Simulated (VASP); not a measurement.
# Bi (P6_3/mmc) in VASP: a series of runs

Bi is run at these levels: r2SCAN; tasks: single point, relaxation of cell and atoms.

Program: VASP 6.6.1. These are calculated values, not measurements. Logs are shortened: lines on timing, memory, paths and dates and some standing lists are left out, and cuts for length are marked.

### 1 The cell of the first run

The structure is hexagonal, space group P6_3/mmc (No. 194). The conventional cell has a = 3.763 Å, b = 3.763 Å, c = 6.107 Å, α = 90.00°, β = 90.00°, γ = 120.00°. Within 4.9 Å of Bi (site symmetry -6m2) lie 12 Bi at 3.75 to 3.76 Å.

This isn't the form of Bi at room conditions, which is rhombohedral.

### 2 Single point, r2SCAN

POSCAR

```
Bi
1.0
    3.7629691289      0.0000000000      0.0000000000
   -1.8814845645      3.2588268592      0.0000000000
    0.0000000000      0.0000000000      6.1074981812
Bi
2
Direct
    0.3333333333      0.6666666667      0.2500000000
    0.6666666667      0.3333333333      0.7500000000
```

INCAR.step1

```
SYSTEM = Bi
ALGO = Normal
EDIFF = 1E-4
ENCUT = 520
GGA = PE
ISMEAR = 0
LASPH = .TRUE.
LCHARG = .FALSE.
LREAL = .FALSE.
LWAVE = .TRUE.
NBANDS = 22
NELM = 100
PREC = Accurate
SIGMA = 0.1
```

INCAR.step2

```
SYSTEM = Bi
ALGO = Normal
EDIFF = 1E-7
ENCUT = 520
ISIF = 2
ISMEAR = 0
ISTART = 1
LASPH = .TRUE.
LCHARG = .FALSE.
LMIXTAU = .TRUE.
LREAL = .FALSE.
LWAVE = .FALSE.
METAGGA = R2SCAN
NBANDS = 22
NELM = 100
PREC = Accurate
SIGMA = 0.1
```

KPOINTS

```
k-points
0
G
  6 6 4
  0 0 0
```

Potentials or basis: VASP PAW PBE potentials, release 64 (Bi_d).

Command:

```bash
> cat potpaw_PBE.64/Bi_d/POTCAR > POTCAR
> cp INCAR.step1 INCAR
> mpirun -np 1 vasp_std > vasp.out
> cp INCAR.step2 INCAR
> mpirun -np 1 vasp_std > vasp.out
```

OUTCAR:

```text
SYSTEM = Bi
   EDIFF = 1E-7
   ENCUT = 520
   ISIF = 2
   ISMEAR = 0
   ISTART = 1
   LASPH = .TRUE.
   LREAL = .FALSE.
   METAGGA = R2SCAN
   NELM = 100
   PREC = Accurate

 ion  position               nearest neighbor table
   1  0.333  0.667  0.250-   2 3.75   2 3.75   2 3.75   2 3.75   2 3.75   2 3.75
   2  0.667  0.333  0.750-   1 3.75   1 3.75   1 3.75   1 3.75   1 3.75   1 3.75

  LATTYP: Found a hexagonal cell.
 ALAT       =     3.7629691289
 C/A-ratio  =     1.6230529595

  Lattice vectors:

 A1 = (   3.7629691289,   0.0000000000,   0.0000000000)
 A2 = (  -1.8814845645,   3.2588268592,   0.0000000000)
 A3 = (   0.0000000000,   0.0000000000,   6.1074981812)

Analysis of symmetry for initial positions (statically):
=====================================================================
 Subroutine PRICEL returns:
 Original cell was already a primitive cell.

 Routine SETGRP: Setting up the symmetry group for a
 hexagonal supercell.

 Subroutine GETGRP returns: Found 24 space group operations
 (whereof 12 operations were pure point group operations)
 out of a pool of 24 trial point group operations.

The static configuration has the point symmetry D_3d.
 The point group associated with its full space group is D_6h.

Analysis of symmetry for dynamics (positions and initial velocities):
=====================================================================
 Subroutine PRICEL returns:
 Original cell was already a primitive cell.

 Routine SETGRP: Setting up the symmetry group for a
 hexagonal supercell.

 Subroutine GETGRP returns: Found 24 space group operations
 (whereof 12 operations were pure point group operations)
 out of a pool of 24 trial point group operations.

The dynamic configuration has the point symmetry D_3d.
 The point group associated with its full space group is D_6h.

 Subroutine INISYM returns: Found 24 space group operations
 (whereof 12 operations are pure point group operations),
 and found     1 'primitive' translations

----------------------------------------------------------------------------------------

                                     Primitive cell

  volume of cell :      74.8954

  direct lattice vectors                    reciprocal lattice vectors
     3.762969129  0.000000000  0.000000000     0.265747596  0.153429446  0.000000000
    -1.881484565  3.258826859  0.000000000     0.000000000  0.306858892  0.000000000
     0.000000000  0.000000000  6.107498181     0.000000000  0.000000000  0.163733164

  length of vectors
     3.762969129  3.762969129  6.107498181     0.306858892  0.306858892  0.163733164

  position of ions in fractional coordinates (direct lattice)
     0.333333333  0.666666667  0.250000000
     0.666666667  0.333333333  0.750000000

  ion indices of the primitive-cell ions
   primitive index   ion index
                 1           1
                 2           2

----------------------------------------------------------------------------------------

 KPOINTS: k-points

Automatic generation of k-mesh.
 Grid dimensions read from file:
 generate k-points for:    6    6    4

 Generating k-lattice:

  Cartesian coordinates                     Fractional coordinates (reciprocal lattice)
     0.044291266  0.025571574  0.000000000     0.166666667 -0.000000000  0.000000000
     0.000000000  0.051143149  0.000000000     0.000000000  0.166666667  0.000000000
     0.000000000  0.000000000  0.040933291     0.000000000  0.000000000  0.250000000

  Length of vectors
     0.051143149  0.051143149  0.040933291

  Shift w.r.t. Gamma in fractional coordinates (k-lattice)
     0.000000000  0.000000000  0.000000000

 Subroutine IBZKPT returns following result:
 ===========================================

 Found     21 irreducible k-points:

 Following reciprocal coordinates:
            Coordinates               Weight
  0.000000  0.000000  0.000000      1.000000
  0.166667 -0.000000  0.000000      6.000000
  0.333333 -0.000000  0.000000      6.000000
  0.500000 -0.000000  0.000000      3.000000
  0.166667  0.166667  0.000000      6.000000
  0.333333  0.166667  0.000000     12.000000
[... 13 lines left out ...]
  0.333333  0.166667  0.500000     12.000000
  0.333333  0.333333  0.500000      2.000000
   k-points           NKPTS =     21   k-points in BZ     NKDIM =     21   number of bands    NBANDS=     22
   number of dos      NEDOS =    301   number of ions     NIONS =      2
   total plane-waves  NPLWV =  37632
   dimension x,y,z NGX =    28 NGY =   28 NGZ =   48
   dimension x,y,z NGXF=    56 NGYF=   56 NGZF=   96
   ions per type =               2
   NGX,Y,Z   is equivalent  to a cutoff of  12.37, 12.37, 13.07 a.u.
   NGXF,Y,Z  is equivalent  to a cutoff of  24.74, 24.74, 26.13 a.u.
 SYSTEM =  Bi
   PREC   = accura    normal or accurate (medium, high low for compatibility)
   ISTART =      1    job   : 0-new  1-cont  2-samecut
   ICHARG =      0    charge: 1-file 2-atom 10-const
   ISPIN  =      1    spin polarized calculation?
   LNONCOLLINEAR =      F non collinear calculations
   LSORBIT =      F    spin-orbit coupling
   LASPH  =      T    aspherical Exc in radial PAW
   ENCUT  =  520.0 eV  38.22 Ry    6.18 a.u.   7.00  7.00 11.36*2*pi/ulx,y,z
   NELM   =    100;   NELMIN=  2; NELMDL=  0     # of ELM steps
   EDIFF  = 0.1E-06   stopping-criterion for ELM
   LREAL  =      F    real-space projection
   EDIFFG = 0.1E-05   stopping-criterion for IOM
   NSW    =      0    number of steps for IOM
   IBRION =     -1    ionic relax: 0-MD 1-quasi-New 2-CG
   NFREE  =      0    steps in history (QN), initial steepest desc. (CG)
   ISIF   =      2    stress and relaxation
   ISYM   =      2    0-nonsym 1-usesym 2-fastsym
   POTIM  = 0.5000    time-step for ionic-motion
   TEBEG  =    0.0;   TEEND  =   0.0 temperature during run
   PSTRESS=    0.0 pullay stress
   NELECT =      30.0000    total number of electrons
   NUPDOWN=      -1.0000    fix difference up-down
   EMIN   =  10.00;   EMAX   =-10.00  energy-range for DOS
   EFERMI =   0.00;   METHOD = LEGACY
   ISMEAR =     0;   SIGMA  =   0.10  broadening in eV -4-tet -1-fermi 0-gaus
   EFERMI_NEDOS =   21; number of points for ismear=-14 and -15
   IALGO  =     38    algorithm
   IMIX   =      4    mixing-type and parameters
     AMIX     =   0.40;   BMIX     =  1.00
     AMIX_MAG =   1.60;   BMIX_MAG =  1.00
  volume/ion in A,a.u.               =      37.45       252.71
  Fermi-wavevector in a.u.,A,eV,Ry     =   1.206786  2.280494 19.814596  1.456332
  Thomas-Fermi vector in A             =   2.342443
   LORBIT       =      0    0 simple, 1 ext, 2 COOP (PROOUT), +10 PAW based schemes
   METAGGA = R2SCAN    functional components
   LHFCALC =     F    Hartree Fock is set to
   AEXX    =    0.0000 exact exchange contribution
   IVDW    =     0    specifies the selected vdW correction
   LEPSILON=     F    determine dielectric tensor
   LRPA    =     F    only Hartree local field effects (RPA)
 non-spin polarized calculation
 Gauss-broadening in eV      SIGMA  =   0.10
  energy-cutoff  :      520.00
  volume of cell :       74.90
 maximum number of plane-waves:      2031
 NGX is ok and might be reduce to    28
   NGX = 13   NGY = 13   NGZ = 23

 number of electron      30.0000006 magnetization

 Free energy of the ion-electron system (eV)
  ---------------------------------------------------
  ext. energy  EPLUGINS =         0.00000000
  ---------------------------------------------------
  free energy    TOTEN  =      -116.25874544 eV

  energy without entropy =     -116.25648869  energy(sigma->0) =     -116.25761707

 E-fermi :   5.8907     XC(G=0): -10.1321

 val. band max:        5.8613628260   @ k =   0.1667  -0.0000   0.0000
 cond. band min:       6.0563301963   @ k =   0.5000  -0.0000   0.0000
 fundamental gap:      0.1949673703
 Fermi energy:         5.8906809229

 k-point     1 :       0.0000    0.0000    0.0000
  band No.  band energies     occupation
      1     -17.9456      2.00000
      2     -17.9456      2.00000
      3     -17.9413      2.00000
      4     -17.9413      2.00000
      5     -17.9388      2.00000
      6     -17.9303      2.00000
[... 14 lines left out ...]
     21      15.2501      0.00000
     22      15.8968      0.00000

 k-point     2 :       0.1667   -0.0000    0.0000
  band No.  band energies     occupation
      1     -17.9573      2.00000
      2     -17.9424      2.00000
      3     -17.9276      2.00000
      4     -17.9257      2.00000
      5     -17.9255      2.00000
      6     -17.9250      2.00000
[... 14 lines left out ...]
     21      14.8679      0.00000
     22      15.1116      0.00000

 k-point     3 :       0.3333   -0.0000    0.0000
  band No.  band energies     occupation
      1     -17.9751      2.00000
      2     -17.9441      2.00000
      3     -17.9397      2.00000
      4     -17.9353      2.00000
      5     -17.9045      2.00000
      6     -17.8919      2.00000
[... 14 lines left out ...]
     21      13.8361      0.00000
     22      15.6655      0.00000

 k-point     4 :       0.5000   -0.0000    0.0000
  band No.  band energies     occupation
      1     -17.9832      2.00000
      2     -17.9473      2.00000
      3     -17.9462      2.00000
      4     -17.9402      2.00000
      5     -17.9002      2.00000
      6     -17.8933      2.00000
[... 14 lines left out ...]
     21      13.4938      0.00000
     22      15.3553      0.00000

 k-point     5 :       0.1667    0.1667    0.0000
  band No.  band energies     occupation
      1     -17.9519      2.00000
      2     -17.9478      2.00000
      3     -17.9390      2.00000
      4     -17.9296      2.00000
      5     -17.9175      2.00000
      6     -17.9121      2.00000
[... 342 lines left out ...]
 k-point    19 :       0.1667    0.1667    0.5000
  band No.  band energies     occupation
      1     -17.9507      2.00000
      2     -17.9507      2.00000
      3     -17.9342      2.00000
      4     -17.9342      2.00000
      5     -17.9131      2.00000
      6     -17.9131      2.00000
[... 14 lines left out ...]
     21      15.6672      0.00000
     22      15.6672      0.00000

 k-point    20 :       0.3333    0.1667    0.5000
  band No.  band energies     occupation
      1     -17.9516      2.00000
      2     -17.9516      2.00000
      3     -17.9341      2.00000
      4     -17.9341      2.00000
      5     -17.9075      2.00000
      6     -17.9075      2.00000
[... 14 lines left out ...]
     21      14.2966      0.00000
     22      14.2966      0.00000

 k-point    21 :       0.3333    0.3333    0.5000
  band No.  band energies     occupation
      1     -17.9438      2.00000
      2     -17.9438      2.00000
      3     -17.9141      2.00000
      4     -17.9141      2.00000
      5     -17.9052      2.00000
      6     -17.9052      2.00000
[... 14 lines left out ...]
     21      13.8753      0.00000
     22      13.8753      0.00000

------------------------ aborting loop because EDIFF is reached ----------------------------------------

  FORCE on cell =-STRESS in cart. coord.  units (eV):
  Direction    XX          YY          ZZ          XY          YZ          ZX
  --------------------------------------------------------------------------------------
  -------------------------------------------------------------------------------------
  Total       -3.6189418     -3.6189418     -2.8182136      0.0000000      0.0000000      0.0000000
  in kB      -77.4170989    -77.4170989    -60.2877662      0.0000000      0.0000000      0.0000000
  external PRESSURE =     -71.7073213 kB  Pullay stress =       0.0000000 kB

 VOLUME and BASIS-vectors are now :
 -----------------------------------------------------------------------------
  energy-cutoff  :      520.00
  volume of cell :       74.90
      direct lattice vectors                 reciprocal lattice vectors
     3.762969129  0.000000000  0.000000000     0.265747596  0.153429446  0.000000000
    -1.881484565  3.258826859  0.000000000     0.000000000  0.306858892  0.000000000
     0.000000000  0.000000000  6.107498181     0.000000000  0.000000000  0.163733164

 POSITION                                       TOTAL-FORCE (eV/Angst)
 -----------------------------------------------------------------------------------
     -0.00000      2.17255      1.52687         0.000000      0.000000      0.000000
      1.88148      1.08628      4.58062        -0.000000     -0.000000      0.000000
 -----------------------------------------------------------------------------------
    total drift:                               -0.000000      0.000000     -0.000000

  FREE ENERGIE OF THE ION-ELECTRON SYSTEM (eV)
  ---------------------------------------------------
  free  energy   TOTEN  =      -116.2587454445 eV

  energy  without entropy=     -116.2564886929  energy(sigma->0) =     -116.25761707
```

It took 80 s on 1 thread of Intel Xeon Platinum 8488C (Sapphire Rapids), shared host; peak memory 0.19 GiB.

What came out:

```yaml
Free_energy: -116.2587 eV
Pressure: -7.2 GPa
Band_gap_on_the_k_mesh: zero (bands 15 and 16 overlap by 5.55 eV)
```

Stress tensor (GPa, compression positive):
```
-7.74  0.00  0.00
 0.00 -7.74  0.00
 0.00  0.00 -6.03
```

Caveat: the cell stands under tension; the PAW data sets were made with another functional, which shifts forces and pressure a little; spin-orbit coupling is left out, which moves the levels of the heavy elements.

[end of part 1 of 2]

The gap in the log of VASP goes by the Fermi energy; the results here count the filled bands.